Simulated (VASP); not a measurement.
The system is KBr.

```
K Br
1.0
     0.00000    3.70195    3.70195
     3.70195    0.00000    3.70195
     3.70195    3.70195    0.00000
K Br
1 1
Direct
  0.00000 0.00000 0.00000
  0.25000 0.25000 0.25000
```

This cell differs from its parent crystal: strain +0.4%.

Base run:

| Property | Result |
| --- | --- |
| Program | VASP 6.6.1 |
| Functional | HSE06 |
| Potentials or basis | VASP PAW PBE potentials, release 64 (K_sv, Br) |
| Cutoff | 520 eV |
| k mesh | 4 × 4 × 4 |
| Occupations | gaussian, width 0.01 eV |
| Spin | no spin polarisation |

Its results: band gap on the k mesh 5.37 eV, indirect (least direct gap 5.38 eV); pressure 0.0 GPa.

Question: The run is repeated on the same cell with these changes: functional from HSE06 to r2SCAN; k mesh from 4 × 4 × 4 to 6 × 6 × 6. What comes out?

Answer: Band gap on the k mesh 4.83 eV, indirect (least direct gap 4.84 eV); pressure -0.1 GPa.

Several settings changed at once, so the effect can't be laid on one alone.

Caveats: the PAW data sets were made with another functional, which shifts forces and pressure a little.

A k mesh can miss the band edges.
